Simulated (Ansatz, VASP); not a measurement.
# Te2Mo in VASP and in Ansatz

```
Te Mo
1.0
     3.01755    0.00000    0.00000
    -1.50877    2.61327    0.00000
     0.00000    0.00000   14.73129
Te Mo
2 1
Direct
  0.33333 0.66667 0.89683
  0.33333 0.66667 0.10317
  0.00000 0.00000 0.00000
```

Change from the starting cell: species swapped into the Te2W type (P-6m2, No. 187).

Alike in both runs: task relaxation of cell and atoms; functional PBE; k mesh 6 × 6 × 2; occupations gaussian, width 0.1 eV; no spin polarisation.

|  | VASP | Ansatz |
| --- | --- | --- |
| version | VASP 6.6.1 | Ansatz 0.2.0 |
| potentials or method | VASP PAW PBE potentials, release 64 (Te, Mo_sv), cutoff 600 eV | scalar-relativistic, plane waves, PAW |
| valence electrons in the cell | 26 | 46 |

Ansatz gave:

| Property | Result |
| --- | --- |
| gap on the k mesh at the Fermi level, each at its own relaxed structure (eV) | 1.10 |
| relaxed volume (Å³/atom) | 55.32 |
| relaxed cell length with the largest relative difference (Å) | 15.240 |

Question: Which values does VASP return?

Answer: gap on the k mesh at the Fermi level, each at its own relaxed structure (eV): 1.09; relaxed volume (Å³/atom): 54.79; relaxed cell length with the largest relative difference (Å): 15.062.

VASP's potentials hold 26 valence electrons a cell and Ansatz's 46, so a difference there can come from the potentials and not from the codes.

Spin-orbit coupling is off throughout. Noted on VASP's run: the volume moved by over 15 % at a fixed basis, so the end points are rough.
